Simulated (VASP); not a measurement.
A run of VASP 6.6.1 is set up as follows.

Contents of INCAR:

```
ALGO = Normal ; EDIFF = 1E-6
ENCUT = 520 ; GGA = PE
ISIF = 2 ; ISMEAR = -1
ISPIN = 2 ; LASPH = True
LCHARG = False ; LMAXMIX = 4
LORBIT = 11 ; LREAL = False
LWAVE = False ; MAGMOM = 1.99
NBANDS = 15 ; NELM = 150
NUPDOWN = 1.99 ; PREC = Accurate
SIGMA = 0.05
```

The input KPOINTS:

```
k-points
0
Gamma
  12 12 12
```

File POSCAR:

```
Ni
1.0
    0.0000000000      1.7673500000      1.7673500000
    1.7673500000      0.0000000000      1.7673500000
    1.7673500000      1.7673500000      0.0000000000
Ni
1
Direct
    0.0000000000      0.0000000000      0.0000000000
```

Potentials or basis: VASP PAW PBE potentials, release 64 (Ni).

Launch:

```console
$ cat potpaw_PBE.64/Ni/POTCAR > POTCAR
$ mpirun -np 1 vasp_std > vasp.out
```

(1) Estimate the pressure.

Results:

(1) 23.0 GPa.

Caveat: the cell stands under pressure; the total moment is fixed, so each spin has its own Fermi level.
